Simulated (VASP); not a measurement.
# Sn (Im-3m) in VASP: notebook, part 2 of 2

VASP 6.6.1. The steps go on from the part before.

## Step 3: Single point, PBE (24.28 Å³/atom)

This run uses another cell than the first one, of 24.28 Å³/atom.

File INCAR:

```
PREC = Accurate ; ENCUT = 520
EDIFF = 1E-6 ; ISMEAR = -1
SIGMA = 0.1 ; LREAL = F
LASPH = T ; NELM = 100
ALGO = Normal ; ISIF = 2
LWAVE = F ; LCHARG = F
GGA = PE ; NBANDS = 13
```

File KPOINTS:

```
regular mesh
0
Gamma
  19 19 19
```

File POSCAR:

```
Sn
1.0
   -1.8241644988      1.8241644988      1.8241644988
    1.8241644988     -1.8241644988      1.8241644988
    1.8241644988      1.8241644988     -1.8241644988
Sn
1
Direct
    0.0000000000      0.0000000000      0.0000000000
```

Potentials or basis: VASP PAW PBE potentials, release 64 (Sn_d).

The run is started by

```bash
$ cat potpaw_PBE.64/Sn_d/POTCAR > POTCAR
$ mpirun -np 1 vasp_std > vasp.out
```

OUTCAR:

```text
PREC = Accurate
   ENCUT = 520
   EDIFF = 1E-6
   ISMEAR = -1
   LREAL = F
   LASPH = T
   NELM = 100
   ISIF = 2
   GGA = PE

 ion  position               nearest neighbor table
   1  0.000  0.000  0.000-

  LATTYP: Found a body centered cubic cell.
 ALAT       =     3.6483289976

  Lattice vectors:

 A1 = (  -1.8241644988,   1.8241644988,   1.8241644988)
 A2 = (   1.8241644988,  -1.8241644988,   1.8241644988)
 A3 = (   1.8241644988,   1.8241644988,  -1.8241644988)

Analysis of symmetry for initial positions (statically):
=====================================================================
 Subroutine PRICEL returns:
 Original cell was already a primitive cell.

 Routine SETGRP: Setting up the symmetry group for a
 body centered cubic supercell.

 Subroutine GETGRP returns: Found 48 space group operations
 (whereof 48 operations were pure point group operations)
 out of a pool of 48 trial point group operations.

The static configuration has the point symmetry O_h .

Analysis of symmetry for dynamics (positions and initial velocities):
=====================================================================
 Subroutine PRICEL returns:
 Original cell was already a primitive cell.

 Routine SETGRP: Setting up the symmetry group for a
 body centered cubic supercell.

 Subroutine GETGRP returns: Found 48 space group operations
 (whereof 48 operations were pure point group operations)
 out of a pool of 48 trial point group operations.

The dynamic configuration has the point symmetry O_h .

 Subroutine INISYM returns: Found 48 space group operations
 (whereof 48 operations are pure point group operations),
 and found     1 'primitive' translations

----------------------------------------------------------------------------------------

                                     Primitive cell

  volume of cell :      24.2802

  direct lattice vectors                    reciprocal lattice vectors
[... 112 lines left out ...]
   AEXX    =    0.0000 exact exchange contribution
   IVDW    =     0    specifies the selected vdW correction
   LEPSILON=     F    determine dielectric tensor
   LRPA    =     F    only Hartree local field effects (RPA)
 non-spin polarized calculation
  energy-cutoff  :      520.00
  volume of cell :       24.28
 maximum number of plane-waves:       682
   NGX = 11   NGY = 11   NGZ = 11

 number of electron      14.0000011 magnetization

 Free energy of the ion-electron system (eV)
  ---------------------------------------------------
  ext. energy  EPLUGINS =         0.00000000
  ---------------------------------------------------
  free energy    TOTEN  =        -3.70652847 eV

  energy without entropy =       -3.68952465  energy(sigma->0) =       -3.69802656

 E-fermi :   9.5211     XC(G=0): -10.9086

 val. band max:        9.4909847597   @ k =  -0.3684   0.3684   0.3158
 cond. band min:       9.5282925701   @ k =   0.3158   0.2105   0.0000
 fundamental gap:      0.0373078105
 Fermi energy:         9.5211371819

 k-point     1 :       0.0000    0.0000    0.0000
  band No.  band energies     occupation
      1     -12.1172      2.00000
      2     -12.1172      2.00000
      3     -12.1172      2.00000
      4     -11.9236      2.00000
      5     -11.9236      2.00000
      6      -2.4229      2.00000
      7      18.6156      0.00000
      8      18.6156      0.00000
      9      18.6156      0.00000
     10      21.8655      0.00000
     11      21.8655      0.00000
     12      21.8655      0.00000
     13      23.1443      0.00000
[... 354 lines left out ...]
  band No.  band energies     occupation
      1     -12.1608      2.00000
      2     -12.0858      2.00000
      3     -11.9479      2.00000
      4     -11.9332      2.00000
      5     -11.8630      2.00000
      6       1.0445      2.00000
      7       7.6295      2.00000
      8      12.5417      0.00000
      9      14.9543      0.00000
     10      18.9734      0.00000
     11      20.7933      0.00000
     12      22.9544      0.00000
     13      26.5797      0.00000

 [... further k-points ...]

------------------------ aborting loop because EDIFF is reached ----------------------------------------

  FORCE on cell =-STRESS in cart. coord.  units (eV):
  Direction    XX          YY          ZZ          XY          YZ          ZX
  --------------------------------------------------------------------------------------
  -------------------------------------------------------------------------------------
  Total        1.2687099      1.2687099      1.2687099      0.0000000     -0.0000000      0.0000000
  in kB       83.7184030     83.7184030     83.7184030      0.0000000     -0.0000000      0.0000000
  external PRESSURE =      83.7184030 kB  Pullay stress =       0.0000000 kB

 VOLUME and BASIS-vectors are now :
 -----------------------------------------------------------------------------
  energy-cutoff  :      520.00
  volume of cell :       24.28
      direct lattice vectors                 reciprocal lattice vectors
    -1.824164499  1.824164499  1.824164499     0.000000000  0.274098087  0.274098087
     1.824164499 -1.824164499  1.824164499     0.274098087  0.000000000  0.274098087
     1.824164499  1.824164499 -1.824164499     0.274098087  0.274098087  0.000000000

 POSITION                                       TOTAL-FORCE (eV/Angst)
 -----------------------------------------------------------------------------------
      0.00000      0.00000      0.00000        -0.000000      0.000000     -0.000000
 -----------------------------------------------------------------------------------
    total drift:                               -0.000000      0.000000      0.000000

  FREE ENERGIE OF THE ION-ELECTRON SYSTEM (eV)
  ---------------------------------------------------
  free  energy   TOTEN  =        -3.7065284728 eV

  energy  without entropy=       -3.6895246479  energy(sigma->0) =       -3.69802656
```

OSZICAR:

```text
N       E                     dE             d eps       ncg     rms          rms(c)
DAV:   1     0.796988917959E+02    0.79699E+02   -0.71406E+03  5882   0.169E+03
DAV:   2     0.155446404044E+01   -0.78144E+02   -0.75616E+02  6050   0.341E+02
DAV:   3    -0.362268756713E+01   -0.51772E+01   -0.51589E+01  6731   0.714E+01
DAV:   4    -0.372150410767E+01   -0.98817E-01   -0.98795E-01  6773   0.104E+01
DAV:   5    -0.372476762441E+01   -0.32635E-02   -0.32634E-02  7332   0.185E+00    0.164E+00
DAV:   6    -0.371163427348E+01    0.13133E-01   -0.11262E-02  7263   0.197E+00    0.912E-01
DAV:   7    -0.370673781202E+01    0.48965E-02   -0.74642E-03  7194   0.154E+00    0.116E-01
DAV:   8    -0.370652922584E+01    0.20859E-03   -0.71255E-04  7030   0.458E-01    0.249E-02
DAV:   9    -0.370652804803E+01    0.11778E-05   -0.13534E-05  7886   0.489E-02    0.139E-02
DAV:  10    -0.370652847279E+01   -0.42476E-06   -0.11867E-06  5459   0.123E-02
   1 F= -.37065285E+01 E0= -.36980266E+01  d E =-.170038E-01
```

Wall time 54 s (1 thread of Intel Xeon 8259CL, shared host); peak memory 0.19 GiB.

Results:

* Free energy: -3.7065 eV
* Pressure: 8.4 GPa
* Band gap on the k mesh: zero (bands 7 and 8 overlap by 11.86 eV)

Levels at points of the mesh, in eV from the Fermi level:
| k point | band 3 | band 4 | band 5 | band 6 | band 7 | band 8 | band 9 | band 10 | band 11 | band 12 |
| --- | --- | --- | --- | --- | --- | --- | --- | --- | --- | --- |
| (0.00, 0.00, 0.00) | -21.64 | -21.44 | -21.44 | -11.94 | 9.09 | 9.09 | 9.09 | 12.34 | 12.34 | 12.34 |

Caveat: the cell stands under pressure; spin-orbit coupling is left out, which moves the levels of the heavy elements.

## Step 4: Single point, PBE (25.38 Å³/atom)

This run uses another cell than the first one, of 25.38 Å³/atom.

File INCAR:

```
SYSTEM = Sn
PREC     = Accurate       ! precision mode
ENCUT    = 520            ! plane-wave cutoff, eV
EDIFF    = 1E-6           ! SCF threshold, eV
ISMEAR   = -1             ! smearing method
SIGMA    = 0.1            ! smearing width, eV
LREAL    = .FALSE.        ! projectors in reciprocal space
LASPH    = .TRUE.         ! aspherical terms in the spheres
NELM     = 60             ! most SCF steps
ALGO     = Normal         ! electronic algorithm
ISIF     = 2              ! what is computed and relaxed
LWAVE    = .FALSE.        ! write WAVECAR
LCHARG   = .TRUE.         ! write CHGCAR
GGA      = PE             ! functional
LELF     = .TRUE.         ! ELF
LVHAR    = .TRUE.       
NBANDS   = 13             ! bands
```

File KPOINTS:

```
Automatic mesh
0
G
  19 19 19
  0 0 0
```

File POSCAR:

```
Sn
1.0
   -1.8513948492      1.8513948492      1.8513948492
    1.8513948492     -1.8513948492      1.8513948492
    1.8513948492      1.8513948492     -1.8513948492
Sn
1
Direct
    0.0000000000      0.0000000000      0.0000000000
```

Potentials or basis: VASP PAW PBE potentials, release 64 (Sn_d).

The run is started by

```bash
$ cat potpaw_PBE.64/Sn_d/POTCAR > POTCAR
$ mpirun -np 1 vasp_std > vasp.out
```

OUTCAR:

```text
SYSTEM = Sn
   PREC = Accurate
   ENCUT = 520
   EDIFF = 1E-6
   ISMEAR = -1
   LREAL = .FALSE.
   LASPH = .TRUE.
   NELM = 60
   ISIF = 2
   GGA = PE

 ion  position               nearest neighbor table
   1  0.000  0.000  0.000-

  LATTYP: Found a body centered cubic cell.
 ALAT       =     3.7027896984

  Lattice vectors:

 A1 = (  -1.8513948492,   1.8513948492,   1.8513948492)
 A2 = (   1.8513948492,  -1.8513948492,   1.8513948492)
[... 562 lines left out ...]
     13      25.6360      0.00000

 [... further k-points ...]

------------------------ aborting loop because EDIFF is reached ----------------------------------------

  FORCE on cell =-STRESS in cart. coord.  units (eV):
  Direction    XX          YY          ZZ          XY          YZ          ZX
  --------------------------------------------------------------------------------------
  -------------------------------------------------------------------------------------
  Total        0.7818697      0.7818697      0.7818697      0.0000000     -0.0000000     -0.0000000
  in kB       49.3500740     49.3500740     49.3500740      0.0000000     -0.0000000     -0.0000000
  external PRESSURE =      49.3500740 kB  Pullay stress =       0.0000000 kB

 VOLUME and BASIS-vectors are now :
 -----------------------------------------------------------------------------
  energy-cutoff  :      520.00
  volume of cell :       25.38
      direct lattice vectors                 reciprocal lattice vectors
    -1.851394849  1.851394849  1.851394849     0.000000000  0.270066647  0.270066647
     1.851394849 -1.851394849  1.851394849     0.270066647  0.000000000  0.270066647
     1.851394849  1.851394849 -1.851394849     0.270066647  0.270066647  0.000000000

 POSITION                                       TOTAL-FORCE (eV/Angst)
 -----------------------------------------------------------------------------------
      0.00000      0.00000      0.00000        -0.000000      0.000000      0.000000
 -----------------------------------------------------------------------------------
    total drift:                               -0.000000      0.000000      0.000000

  FREE ENERGIE OF THE ION-ELECTRON SYSTEM (eV)
  ---------------------------------------------------
  free  energy   TOTEN  =        -3.7521528214 eV

  energy  without entropy=       -3.7345949097  energy(sigma->0) =       -3.74337387
```

stdout:

```text
POSCAR found type information on POSCAR Sn
 POSCAR found :  1 types and       1 ions
 scaLAPACK will be used
 LDA part: xc-table for (Slater+PW92), standard interpolation
 POSCAR, INCAR and KPOINTS ok, starting setup
 FFT: planning ... GRIDC
 FFT: planning ... GRID_SOFT
 FFT: planning ... GRID
 WAVECAR not read
 entering main loop
```

It took 51 s on 1 thread of Intel Xeon 8259CL, shared host; peak memory 0.19 GiB.

Results:

| Quantity | Value |
| --- | --- |
| Free energy | -3.7522 eV |
| Pressure | 4.9 GPa |
| Band gap on the k mesh | zero (bands 7 and 8 overlap by 11.26 eV) |

Levels at points of the mesh, in eV from the Fermi level:
```csv
k point,band 4,band 5,band 6,band 7,band 8,band 9,band 10,band 11
"(0.00, 0.00, 0.00)",-21.43,-21.43,-11.59,8.64,8.64,8.64,12.26,12.26
```

Caveat: the cell stands under pressure; spin-orbit coupling is left out, which moves the levels of the heavy elements.

## Step 5: Summary

| cell | k mesh | gap on the mesh (eV) | pressure (GPa) |
| --- | --- | --- | --- |
| a = 3.297 Å, angles 109.5°, 1 atom | 12 × 12 × 12 | none | -0.1 |
| a = 3.160 Å, angles 109.5°, 1 atom | 19 × 19 × 19 | none | 8.4 |
| a = 3.207 Å, angles 109.5°, 1 atom | 19 × 19 × 19 | none | 4.9 |

Alike in all rows: task single point; level PBE; potentials or basis VASP PAW PBE potentials, release 64 (Sn_d); no spin polarisation; cutoff (eV) 520; smearing fermi-dirac 0.1 eV.

Caveats: spin-orbit coupling is left out, which moves the levels of the heavy elements; the cell stands under pressure (at least some runs).

Total energies depend on the potentials used, so only differences within one code and one set of settings carry meaning.

The gap in the log of VASP goes by the Fermi energy; the results here count the filled bands.